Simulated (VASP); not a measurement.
# Fe in VASP: further runs, part 2 of 2

VASP 6.6.1. The steps go on from the part before.

**4. Single point, PBE, collinear spin, ferromagnetic start (normal strain along x +0.0367, normal strain along z +0.0467)**

INCAR

```
  PREC = Accurate
  ENCUT = 600
  EDIFF = 1E-6
  ISMEAR = 0
  SIGMA = 0.15
  LREAL = False
  LASPH = True
  NELM = 200
  ALGO = Normal
  ISIF = 2
  LWAVE = False
  LCHARG = False
  ISPIN = 2
  MAGMOM = 2.44
  LORBIT = 11
  LMAXMIX = 4
  GGA = PE
  NBANDS = 18
  GGA_COMPAT = False
```

KPOINTS

```
regular mesh
0
Gamma
  10 10 10
```

POSCAR

```
Fe
1.0
   -1.4677340298      1.4157750842      1.4818917806
    1.4677340298     -1.4157750842      1.4818917806
    1.4677340298      1.4157750842     -1.4818917806
Fe
1
Direct
    0.0000000000      0.0000000000      0.0000000000
```

Potentials or basis: VASP PAW PBE potentials, release 64 (Fe_sv).

The run is started by

```
> cat potpaw_PBE.64/Fe_sv/POTCAR > POTCAR
> mpirun -np 1 vasp_std > vasp.out
```

OUTCAR:

```text
PREC = Accurate
   ENCUT = 600
   EDIFF = 1E-6
   ISMEAR = 0
   LREAL = False
   LASPH = True
   NELM = 200
   ISIF = 2
   ISPIN = 2
   LORBIT = 11
   GGA = PE

 ion  position               nearest neighbor table
   1  0.000  0.000  0.000-

  LATTYP: Found a body centered orthorhombic cell.
 ALAT       =     2.8315501684
 B/A-ratio  =     1.0367000000
 C/A-ratio  =     1.0467000000

  Lattice vectors:

 A1 = (   1.4677340298,  -1.4157750842,  -1.4818917806)
 A2 = (  -1.4677340298,   1.4157750842,  -1.4818917806)
 A3 = (   1.4677340298,   1.4157750842,   1.4818917806)

Analysis of symmetry for initial positions (statically):
=====================================================================
 Subroutine PRICEL returns:
 Original cell was already a primitive cell.

 Routine SETGRP: Setting up the symmetry group for a
 body centered orthorhombic supercell.

 Subroutine GETGRP returns: Found  8 space group operations
 (whereof  8 operations were pure point group operations)
 out of a pool of  8 trial point group operations.

The static configuration has the point symmetry D_2h.

Analysis of symmetry for dynamics (positions and initial velocities):
=====================================================================
 Subroutine PRICEL returns:
 Original cell was already a primitive cell.

 Routine SETGRP: Setting up the symmetry group for a
 body centered orthorhombic supercell.

 Subroutine GETGRP returns: Found  8 space group operations
 (whereof  8 operations were pure point group operations)
 out of a pool of  8 trial point group operations.

The dynamic configuration has the point symmetry D_2h.

Analysis of structural, dynamic, and magnetic symmetry:
=====================================================================
 Subroutine PRICEL returns:
 Original cell was already a primitive cell.

 Routine SETGRP: Setting up the symmetry group for a
 body centered orthorhombic supercell.

 Subroutine GETGRP returns: Found  8 space group operations
[... 126 lines left out ...]
   GGA     = PE    functional components
   LHFCALC =     F    Hartree Fock is set to
   AEXX    =    0.0000 exact exchange contribution
   IVDW    =     0    specifies the selected vdW correction
   LEPSILON=     F    determine dielectric tensor
   LRPA    =     F    only Hartree local field effects (RPA)
 spin polarized calculation
 Gauss-broadening in eV      SIGMA  =   0.15
  energy-cutoff  :      600.00
  volume of cell :       12.32
 maximum number of plane-waves:       423
   NGX = 11   NGY = 11   NGZ = 11

 number of electron      16.0000012 magnetization       2.2613841

 Free energy of the ion-electron system (eV)
  ---------------------------------------------------
  ext. energy  EPLUGINS =         0.00000000
  ---------------------------------------------------
  free energy    TOTEN  =        -8.31078999 eV

  energy without entropy =       -8.29764161  energy(sigma->0) =       -8.30421580

 E-fermi :  10.8145     XC(G=0): -13.2265

 val. band max:       10.8138299248   @ k =  -0.1000   0.1000   0.1000
 cond. band min:      10.8162357031   @ k =  -0.4000   0.4000   0.0000
 fundamental gap:      0.0024057783
 Fermi energy:        10.8145055837

 spin component 1

 k-point     1 :       0.0000    0.0000    0.0000
  band No.  band energies     occupation
      1     -77.1911      1.00000
      2     -43.0364      1.00000
      3     -43.0353      1.00000
      4     -43.0333      1.00000
      5       2.8226      1.00000
      6       8.5643      1.00000
[... 493 lines left out ...]
     17      44.6933      0.00000
     18      45.9036      0.00000

 [... further k-points ...]

 spin component 2

 k-point     1 :       0.0000    0.0000    0.0000
  band No.  band energies     occupation
      1     -74.4406      1.00000
      2     -40.3375      1.00000
      3     -40.3371      1.00000
      4     -40.3319      1.00000
      5       2.9346      1.00000
      6      10.4924      0.99881
[... 493 lines left out ...]
     17      45.0873      0.00000
     18      46.1491      0.00000

 [... further k-points ...]
[... 5 lines left out ...]
  --------------------------------------------------------------------------------------
  -------------------------------------------------------------------------------------
  Total       -1.3574681     -1.0773378     -1.3835332     -0.0000000      0.0000000      0.0000000
  in kB     -176.5721037   -140.1342713   -179.9625213     -0.0000000      0.0000000      0.0000000
  external PRESSURE =    -165.5562988 kB  Pullay stress =       0.0000000 kB

 VOLUME and BASIS-vectors are now :
 -----------------------------------------------------------------------------
  energy-cutoff  :      600.00
  volume of cell :       12.32
      direct lattice vectors                 reciprocal lattice vectors
    -1.467734030  1.415775084  1.481891781     0.000000000  0.353163441  0.337406555
     1.467734030 -1.415775084  1.481891781     0.340661176  0.000000000  0.337406555
     1.467734030  1.415775084 -1.481891781     0.340661176  0.353163441  0.000000000

 POSITION                                       TOTAL-FORCE (eV/Angst)
 -----------------------------------------------------------------------------------
      0.00000      0.00000      0.00000         0.000000      0.000000      0.000000
 -----------------------------------------------------------------------------------
    total drift:                                0.000000     -0.000000      0.000000

  FREE ENERGIE OF THE ION-ELECTRON SYSTEM (eV)
  ---------------------------------------------------
  free  energy   TOTEN  =        -8.3107899916 eV

  energy  without entropy=       -8.2976416054  energy(sigma->0) =       -8.30421580

 total charge

# of ion       s       p       d       tot
------------------------------------------
    1        2.174   6.022   5.505  13.701

 magnetization (x)

# of ion       s       p       d       tot
------------------------------------------
    1       -0.002  -0.009   2.298   2.286
```

OSZICAR:

```text
N       E                     dE             d eps       ncg     rms          rms(c)
DAV:   1     0.211719884944E+03    0.21172E+03   -0.94445E+03 12890   0.138E+03
DAV:   2    -0.676588564695E+00   -0.21240E+03   -0.19674E+03 12430   0.425E+02
DAV:   3    -0.931169111055E+01   -0.86351E+01   -0.85250E+01 14538   0.104E+02
DAV:   4    -0.943033963821E+01   -0.11865E+00   -0.11862E+00 14200   0.124E+01
DAV:   5    -0.943309735936E+01   -0.27577E-02   -0.27577E-02 14332   0.195E+00    0.113E+01
DAV:   6    -0.854480741334E+01    0.88829E+00   -0.33479E+00 13576   0.505E+01    0.127E+01
DAV:   7    -0.832119371752E+01    0.22361E+00   -0.62887E-01 13730   0.204E+01    0.484E+00
DAV:   8    -0.831605701499E+01    0.51367E-02   -0.12392E-02 13524   0.139E+00    0.138E+00
DAV:   9    -0.831061387493E+01    0.54431E-02   -0.44869E-03 17208   0.110E+00    0.370E-01
DAV:  10    -0.831075450598E+01   -0.14063E-03   -0.11731E-03 15154   0.712E-01    0.646E-02
DAV:  11    -0.831078532282E+01   -0.30817E-04   -0.25099E-05 14572   0.668E-02    0.371E-02
DAV:  12    -0.831079065252E+01   -0.53297E-05   -0.10594E-05 15018   0.497E-02    0.125E-02
DAV:  13    -0.831078999165E+01    0.66087E-06   -0.11728E-06 10716   0.128E-02
   1 F= -.83107900E+01 E0= -.83042158E+01  d E =-.131484E-01  mag=     2.2613
```

It took 39 s on 1 thread of Intel Xeon 6975P-C (Granite Rapids), shared host; peak memory 0.18 GiB.

What came out:

| Item | Value |
| --- | --- |
| Free energy | -8.3108 eV |
| Pressure | -16.6 GPa |
| Net moment | 2.26 μB per cell |
| Site moments | Fe +2.29 μB |
| Valence electrons inside the program's atomic spheres | Fe 13.70 |

Stress tensor (GPa, compression positive):
```
-17.66   0.00   0.00
  0.00 -14.01   0.00
  0.00   0.00 -18.00
```

Caveat: the cell differs from its parent crystal (normal strain along x +0.0367, normal strain along z +0.0467).

**5. Overview**

| potentials or basis | cell | cutoff (eV) | second run | gap on the mesh (eV) | pressure (GPa) | moment (μB) |
| --- | --- | --- | --- | --- | --- | --- |
| VASP PAW PBE potentials, release 64 (Fe) | a = 2.502 Å, angles 108.1, 111.1, 109.2°, 1 atom | 520 | - | none | -10.7 | 2.22 |
| VASP PAW PBE potentials, release 64 (Fe_sv) | a = 2.483 Å, angles 107.5, 110.5, 110.5°, 1 atom | 600 | valence_matched | none | -10.8 | 2.16 |
| VASP PAW PBE potentials, release 64 (Fe_sv) | a = 2.521 Å, angles 108.8, 111.7, 108.0°, 1 atom | 600 | valence_matched | none | -16.6 | 2.26 |

Alike in all rows: task single point; level PBE; spin collinear, ferromagnetic start; k mesh 10 × 10 × 10; smearing gaussian 0.15 eV.

Absolute energies hang on the potentials; compare differences alone.
